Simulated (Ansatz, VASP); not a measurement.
## One calculation of MgGe2, two programs

```
Ge Mg
1.0
     5.44686   -1.82485    0.00000
     5.44686    1.82485    0.00000
    -3.17414    0.00000    5.92658
Ge Mg
4 2
Direct
  0.52923 0.52923 0.29362
  0.47077 0.47077 0.70638
  0.88039 0.88039 0.98544
  0.11961 0.11961 0.01456
  0.81529 0.81529 0.34925
  0.18471 0.18471 0.65075
```

Alike in both runs: task single point; functional PBE; k mesh 8 × 8 × 5; occupations fermi-dirac, width 0.05 eV; no spin polarisation.

```csv
,VASP,Ansatz
version,VASP 6.6.1,Ansatz 0.2.0
potentials or method,"VASP PAW PBE potentials, release 64 (Ge_d, Mg)",Ansatz PAW
plane-wave cutoff (eV),520,420
valence electrons in the cell,60,76
```

Ansatz gave:

| Item | Value |
| --- | --- |
| gap on the k mesh at the Fermi level (eV) | none |
| pressure (GPa) | 2.0 |
| traceless stress, the component that is largest in VASP (GPa) | 0.57 |
| rms of the force components (eV/Å) | 0.085 |

Task: Which values does VASP return?

Result: gap on the k mesh at the Fermi level (eV): none; pressure (GPa): 1.9; traceless stress, the component that is largest in VASP (GPa): 0.57; rms of the force components (eV/Å): 0.091.

Atom by atom the forces differ by 0.007 eV/Å (rms over components). A gap of «none» marks a metal or a gap that the smearing closes. VASP's potentials hold 60 valence electrons a cell and Ansatz's 76, so a difference there can come from the potentials and not from the codes.
